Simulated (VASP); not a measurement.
The system is GaP.

```
CELL_PARAMETERS angstrom
3.51979 0.00000 0.00000
0.00000 3.51979 0.00000
0.00000 0.00000 3.51979
ATOMIC_POSITIONS crystal
Ga 0.50000 0.50000 0.50000
P 0.00000 0.00000 0.00000
```

The cell was generated, and may not be a known phase.

| Quantity | Value |
| --- | --- |
| Program | VASP 6.6.1 |
| Task | relaxation of cell and atoms |
| Functional | PBE |
| Potentials or basis | VASP PAW PBE potentials, release 64 (Ga_d, P) |
| Cutoff | 600 eV |
| k mesh | 6 × 6 × 6 |
| Occupations | gaussian, width 0.1 eV |
| Spin | no spin polarisation |

At the start: pressure -10.3 GPa; volume 21.80 Å³/atom.

Q: How do energy, volume and symmetry change on relaxing?

A: Over 4 steps the energy falls by 212.5 meV/atom and the volume is 16.74 Å³/atom (-23.2 %); space group Pm-3m (No. 221, to 0.1 Å) before and after.

The path:
| step | energy change (eV) | largest force (eV/Å) | pressure (GPa) | volume (Å³) |
| --- | --- | --- | --- | --- |
| 1 | 0.0000 | 0.0000 | -10.31 | 43.61 |
| 2 | -0.4039 | 0.0000 | -3.46 | 35.34 |
| 3 | -0.4248 | 0.0000 | -0.44 | 33.71 |
| 4 | -0.4251 | 0.0000 | 0.05 | 33.49 |

Final structure:
```
CELL_PARAMETERS angstrom
3.22326 0.00000 0.00000
0.00000 3.22326 0.00000
0.00000 0.00000 3.22326
ATOMIC_POSITIONS crystal
Ga 0.50000 0.50000 0.50000
P 0.00000 0.00000 0.00000
```

Caveat: the volume moved by over 15 % at a fixed basis, so the end points are rough; the highest band is partly filled, so the run has too few bands.
